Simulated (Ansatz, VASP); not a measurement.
**Two plane-wave programs on TeW**

The input INCAR:

```
ALGO = Normal ; EDIFF = 1E-7
ENCUT = 520 ; GGA = PE
ISIF = 2 ; ISMEAR = 0
ISPIN = 2 ; LASPH = True
LCHARG = False ; LMAXMIX = 4
LORBIT = 11 ; LREAL = False
LWAVE = False ; MAGMOM = 1 0
NBANDS = 21 ; NELM = 150
PREC = Accurate ; SIGMA = 0.1
```

File KPOINTS:

```
k-points
0
Gamma
  14 14 14
```

File POSCAR:

```
TeW
1.0
    0.0000000000      2.8320154625      2.8320154625
    2.8320154625      0.0000000000      2.8320154625
    2.8320154625      2.8320154625      0.0000000000
W Te
1 1
Direct
    0.0000000000      0.0000000000      0.0000000000
    0.5000000000      0.5000000000      0.5000000000
```

Input for Ansatz:

```yaml
crystal:
  lattice:
    - [0.0, 2.832015461, 2.832015461]
    - [2.832015461, 0.0, 2.832015461]
    - [2.832015461, 2.832015461, 0.0]
  atoms:
    - { symbol: W, position: [0.0, 0.0, 0.0], spin: 1.0 }
    - { symbol: Te, position: [0.5, 0.5, 0.5] }
basis:
  ecutwfc: 420
kpoints:
  mp_grid: { grid: [14, 14, 14] }
hamiltonian:
  xc: pbe
scf:
  occupations: { method: gaussian, width: 0.1 }
  lower_state_search: "off"
output:
  forces: true
  stress: true
  eigenvalues: true
  populations: true
magnetization:
  spin_polarized: true
```

Alike in both runs: task single point; functional PBE; k mesh 14 × 14 × 14; occupations gaussian, width 0.1 eV; collinear spin.

|  | VASP | Ansatz |
| --- | --- | --- |
| version | VASP 6.6.1 | Ansatz 0.2.0 |
| potentials or method | VASP PAW PBE potentials, release 64 (W_sv, Te), cutoff 520 eV | scalar-relativistic, plane waves, PAW |
| valence electrons in the cell | 20 | 30 |

```csv
,VASP,Ansatz,Ansatz less VASP
gap on the k mesh at the Fermi level (eV),none,none,-
pressure (GPa),0.0,0.0,+0.04
net moment per atom (μB),1.12,1.13,+0.005
size of the moment on the site where the two differ most (μB),1.80,1.70,-0.101
```

Site moments also hang on the region over which each program counts them. A gap of «none» marks a metal or a gap that the smearing closes. The functional is the same, so the differences come from potentials, cutoffs and numerics. VASP's potentials hold 20 valence electrons a cell and Ansatz's 30, so a difference there can come from the potentials and not from the codes.

Neither program's run includes spin-orbit coupling.
